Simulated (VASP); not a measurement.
Ba: single point with PBEsol

Ba:

```
CELL_PARAMETERS angstrom
-2.47500 2.50000 2.50000
2.47500 -2.50000 2.50000
2.47500 2.50000 -2.50000
ATOMIC_POSITIONS crystal
Ba 0.00000 0.00000 0.00000
```

This cell differs from its parent crystal: strain -0.0100 x Voigt [1, 0, 0, 0, 0, 0].

| Quantity | Value |
| --- | --- |
| Program | VASP 6.6.1 |
| Task | single point |
| Functional | PBEsol |
| Potentials or basis | VASP PAW PBE potentials, release 64 (Ba_sv) |
| Cutoff | 520 eV |
| k mesh | 14 × 14 × 14 |
| Occupations | gaussian, width 0.15 eV |
| Spin | no spin polarisation |

The pressure is -0.5 GPa and the band gap on the k mesh is zero (band 5 reaches 2.04 eV, above the bottom of band 6 at 1.04 eV).

Levels at points of the mesh, in eV from the Fermi level:
```
           k point  band 3  band 4  band 5  band 6  band 7  band 8
(0.00, 0.00, 0.00)  -13.74  -13.74   -2.77    1.80    1.86    1.86
(0.50, 0.00, 0.00)  -13.90  -13.74   -0.91    0.72    1.30    3.20
(0.00, 0.50, 0.00)  -13.90  -13.75   -0.91    0.66    1.33    3.28
(0.50, 0.50, 0.50)  -14.09  -14.08   -0.56   -0.55    4.39    4.39
```

Run time: 39 s on 1 thread of Intel(R) Xeon(R) 6975P-C (Granite Rapids) (shared host), peak memory 0.3 GiB.

Caveat: the cell differs from its parent crystal (strain -0.0100 x Voigt [1, 0, 0, 0, 0, 0]); the PAW data sets were made with another functional, which shifts forces and pressure a little; spin-orbit coupling is left out, which moves the levels of the heavy elements.
